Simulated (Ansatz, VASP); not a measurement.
# Ni: VASP beside Ansatz

The input INCAR:

```
PREC = Accurate ; ENCUT = 520
EDIFF = 1E-6 ; ISMEAR = 1
SIGMA = 0.2 ; LREAL = F
LASPH = T ; NELM = 150
ALGO = Normal ; ISIF = 2
LWAVE = F ; LCHARG = F
ISPIN = 2 ; MAGMOM = 0.672
LORBIT = 11 ; LMAXMIX = 4
GGA = PE ; NBANDS = 15
```

The input KPOINTS:

```
regular mesh
0
Gamma
  15 15 15
```

POSCAR

```
Ni
1.0
    0.0000000000      1.7596893266      1.7596893266
    1.7596893266      0.0000000000      1.7596893266
    1.7596893266      1.7596893266      0.0000000000
Ni
1
Direct
    0.0000000000      0.0000000000      0.0000000000
```

Input for Ansatz:

```yaml
crystal:
  lattice:
    - [0.0, 1.7596893266, 1.7596893266]
    - [1.7596893266, 0.0, 1.7596893266]
    - [1.7596893266, 1.7596893266, 0.0]
  atoms:
    - { symbol: Ni, position: [0.0, 0.0, 0.0], spin: 0.672 }
hamiltonian:
  xc: pbe
  pseudopotentials:
    kind: paw
    azcp:
      Ni: "pseudopotentials/Ni.paw.azcp"
basis:
  ecutwfc: 420
  fft_grid_basis: typed
kpoints:
  mp_grid: { grid: [15, 15, 15], shift: [0, 0, 0] }
magnetization:
  spin_polarized: true
scf:
  occupations: { method: cold, width: 0.2 }
  lower_state_search: "off"
output:
  stress: true
```

Alike in both runs: task single point; functional PBE; k mesh 15 × 15 × 15; collinear spin.

|  | VASP | Ansatz |
| --- | --- | --- |
| version | VASP 6.6.1 | Ansatz 0.2.0 |
| potentials or method | VASP PAW PBE potentials, release 64 (Ni), cutoff 520 eV | plane waves (420 eV) with PAW, scalar-relativistic |
| occupations | methfessel-paxton of order 1, width 0.2 eV | cold, width 0.2 eV |
| valence electrons in the cell | 10 | 18 |

|  | VASP | Ansatz | Ansatz less VASP |
| --- | --- | --- | --- |
| pressure (GPa) | -0.2 | -0.1 | +0.10 |
| net moment per atom (μB) | 0.65 | 0.67 | +0.017 |
| size of the moment on the site where the two differ most (μB) | 0.66 | 0.71 | +0.045 |

Site moments also hang on the region over which each program counts them. VASP's potentials hold 10 valence electrons a cell and Ansatz's 18, so a difference there can come from the potentials and not from the codes. Ansatz's warnings: stability check not made.
